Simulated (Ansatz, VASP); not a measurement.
# PtSe2 in VASP and in Ansatz

```
CELL_PARAMETERS angstrom
3.92049 0.00000 0.00000
-1.96024 3.24903 0.00000
0.00000 0.00000 6.52688
ATOMIC_POSITIONS crystal
Pt 0.00000 0.00000 0.00000
Se 0.33333 0.66667 0.20019
Se 0.66667 0.33333 0.79981
```

Change from the starting cell: strain +0.0450 x Voigt [1, 0, 0, 0, 0, 0], atoms carried along.

Alike in both runs: task single point; functional PBE; k mesh 12 × 12 × 4; occupations gaussian, width 0.05 eV; no spin polarisation.

```csv
,VASP,Ansatz
version,VASP 6.6.1,Ansatz 0.2.0
potentials or method,"VASP PAW PBE potentials, release 64 (Pt, Se), cutoff 520 eV","scalar-relativistic, plane waves, PAW"
valence electrons in the cell,22,50
```

|  | VASP | Ansatz | Ansatz less VASP |
| --- | --- | --- | --- |
| gap on the k mesh at the Fermi level (eV) | 0.67 | 0.68 | +0.011 |
| least direct gap on the mesh (eV) | 0.85 | 0.86 | +0.012 |
| pressure (GPa) | -3.9 | -3.8 | +0.05 |
| traceless stress, the component that is largest in VASP (GPa) | -2.93 | -2.93 | +0.003 |
| rms of the force components (eV/Å) | 0.226 | 0.224 | -0.0018 |

Atom by atom the forces differ by 0.002 eV/Å (rms over components). VASP's potentials hold 22 valence electrons a cell and Ansatz's 50, so a difference there can come from the potentials and not from the codes.

Neither program's run includes spin-orbit coupling.
